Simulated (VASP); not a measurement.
Wanted: the native input for a VASP 6.6.1 run.

| Property | Result |
| --- | --- |
| Task | single point |
| Functional | PBEsol |
| Potentials or basis | VASP PAW PBE potentials, release 64 (Hf_pv) |
| Cutoff | 520 eV |
| k mesh | 10 × 10 × 1 |
| Occupations | fermi-dirac, width 0.05 eV |
| Spin | no spin polarisation |
| Dipole correction | yes |
| Further INCAR settings | ALGO = Normal; EDIFF = 1e-06; NBANDS = 11 |

The structure of Hf lies in POSCAR:

```
Hf
1.0
    2.9335200000      0.0000000000      0.0000000000
   -1.4667600000      2.5405000000      0.0000000000
    0.0000000000      0.0000000000     23.8000000000
Hf
1
Direct
    0.0000000000      0.0000000000      0.2941200000
```

These files were run (other wordings do the same):

INCAR

```
SYSTEM = Hf
  ALGO = Normal
  DIPOL = 0.5 0.5 0.294
  EDIFF = 1E-6
  ENCUT = 520
  GGA = PS
  IDIPOL = 3
  ISIF = 2
  ISMEAR = -1
  LASPH = .True.
  LCHARG = .False.
  LDIPOL = .True.
  LREAL = .False.
  LWAVE = .False.
  NBANDS = 11
  NELM = 60
  PREC = Accurate
  SIGMA = 0.05
```

KPOINTS

```
k-points
0
Gamma
  10 10 1
  0 0 0
```

Potentials or basis: VASP PAW PBE potentials, release 64 (Hf_pv).

Command:

```sh
$ cat potpaw_PBE.64/Hf_pv/POTCAR > POTCAR
$ mpirun -np 1 vasp_std > vasp.out
```

It gave:

- Band gap on the k mesh: zero (band 5 reaches -3.12 eV, above the bottom of band 6 at -3.62 eV)

Caveat: spin-orbit coupling is left out, which moves the levels of the heavy elements.

Wall time 48 s on 1 thread of AMD EPYC 9R45 (Zen 5), on a shared host, peak memory 0.26 GiB.
